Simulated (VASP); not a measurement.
## RbBr: relaxation of cell and atoms with PBE

Crystal: RbBr.

```xyz
2
Lattice="-2.8017 2.8017 3.0163 2.8017 -2.8017 3.0163 2.8017 2.8017 -3.0163" Properties=species:S:1:pos:R:3 pbc="T T T"
Rb    0.0000    0.0000    3.5399
Br    0.0000    0.0000    0.9156
```

The cell was generated, and may not be a known phase.

| Quantity | Value |
| --- | --- |
| Program | VASP 6.6.1 |
| Task | relaxation of cell and atoms |
| Functional | PBE |
| Potentials or basis | VASP PAW PBE potentials, release 64 (Rb_sv, Br) |
| Cutoff | 500 eV |
| k mesh | 4 × 4 × 4 |
| Occupations | gaussian, width 0.1 eV |
| Spin | no spin polarisation |
| Dipole correction | no |
| Further INCAR settings | ALGO = Normal; EDIFF = 1e-07; IBRION = 2; EDIFFG = -0.04; NSW = 90; ISIF = 3 |

```yaml
Relaxed_volume: 43.04 Å³/atom
Relaxed_cell: a = 4.963 Å, b = 4.963 Å, c = 4.963 Å, α = 120.27°, β = 120.27°, γ = 89.53°
Space_group_after_relaxing_to_0.1_Å: Fm-3m (No. 225)
Energy_gained_by_relaxing: 473.6 meV/atom
Ionic_steps: 11
Pressure_after_relaxing: 0.1 GPa
Largest_force_after_relaxing: 0.037 eV/Å
Band_gap_on_the_k_mesh: 4.20 eV
```

Forces in eV/Å, atoms in the order of the input:
```
Rb   0.000  0.000  0.037
Br   0.000  0.000 -0.037
```

Stress tensor (GPa, compression positive):
```
 0.13  0.00  0.00
 0.00  0.13  0.00
 0.00  0.00 -0.05
```

The path:
| step | energy change (eV) | largest force (eV/Å) | pressure (GPa) | volume (Å³) |
| --- | --- | --- | --- | --- |
| 1 | 0.0000 | 3.2753 | 4.44 | 94.70 |
| 2 | -0.7780 | 0.0311 | -1.57 | 112.04 |
| 3 | -0.7938 | 0.2299 | -1.03 | 106.42 |
| 4 | -0.7975 | 0.1293 | -1.28 | 108.33 |
| 5 | -0.7977 | 0.1540 | -1.22 | 107.78 |
| 6 | -0.8495 | 0.1452 | -1.07 | 102.18 |
| 7 | -0.9421 | 0.0977 | 0.07 | 86.41 |
| 8 | -0.9424 | 0.0902 | 0.30 | 84.71 |
| 9 | -0.9426 | 0.0930 | 0.21 | 85.35 |
| 10 | -0.9464 | 0.0597 | 0.13 | 85.73 |
| 11 | -0.9473 | 0.0370 | 0.07 | 86.07 |

Final structure:
```
CELL_PARAMETERS angstrom
-2.47128 2.47128 3.52344
2.47128 -2.47128 3.52344
2.47128 2.47128 -3.52344
ATOMIC_POSITIONS crystal
Rb 0.61610 0.61610 0.00000
Br 0.12247 0.12247 0.00000
```

Levels at points of the mesh, in eV from the valence-band top:
```
           k point  band 4  band 5  band 6  band 7  band 8  band 9  band 10  band 11  band 12
(0.00, 0.00, 0.00)   -8.63   -8.63   -0.01    0.00    0.00    4.20     7.22     7.27     7.27
(0.50, 0.00, 0.00)   -8.64   -8.60   -0.88   -0.30   -0.30    6.64     7.48     9.27     9.28
(0.50, 0.50, 0.00)   -8.69   -8.69   -0.45   -0.16   -0.16    5.67     6.88     8.87     9.07
(0.50, 0.50, 0.50)   -8.69   -8.69   -0.46   -0.15   -0.15    5.67     6.87     8.79     9.06
```

Run time: 4.2 min on 1 thread of Intel Xeon 8259CL, with other jobs on the host, peak memory 0.21 GiB.
